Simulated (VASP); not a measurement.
Write the native input for VASP 6.6.1 that does the following.

```yaml
Task: single point
Functional: PBE
Potentials_or_basis: VASP PAW PBE potentials, release 64 (Rb_sv)
Cutoff: 520 eV
k_mesh: 5 × 5 × 5
Occupations: fermi-dirac, width 0.05 eV
Spin: no spin polarisation
Dipole_correction: no
Further_INCAR_settings: ALGO = Normal; EDIFF = 1e-06; NBANDS = 10
```

The structure of Rb lies in POSCAR:

```
Rb
1.0
   -2.8060000000      2.8060000000      2.8060000000
    2.8060000000     -2.8060000000      2.8060000000
    2.8060000000      2.8060000000     -2.8060000000
Rb
1
Direct
    0.0000000000      0.0000000000      0.0000000000
```

These files were run (other wordings do the same):

INCAR

```
SYSTEM = Rb
PREC = Accurate
ENCUT = 520
EDIFF = 1E-6
ISMEAR = -1
SIGMA = 0.05
LREAL = .False.
LASPH = .True.
NELM = 80
ALGO = Normal
ISIF = 2
LWAVE = .False.
LCHARG = .False.
GGA = PE
NBANDS = 10
```

KPOINTS

```
Automatic mesh
0
Gamma
  5 5 5
  0 0 0
```

Potentials or basis: VASP PAW PBE potentials, release 64 (Rb_sv).

The run is started by

```bash
$ cat potpaw_PBE.64/Rb_sv/POTCAR > POTCAR
$ mpirun -np 1 vasp_std > vasp.out
```

It gave:

```yaml
Pressure: 0.1 GPa
```

Wall time 15 s on 1 thread of Intel Xeon 6975P-C (shared host), peak memory 0.19 GiB.
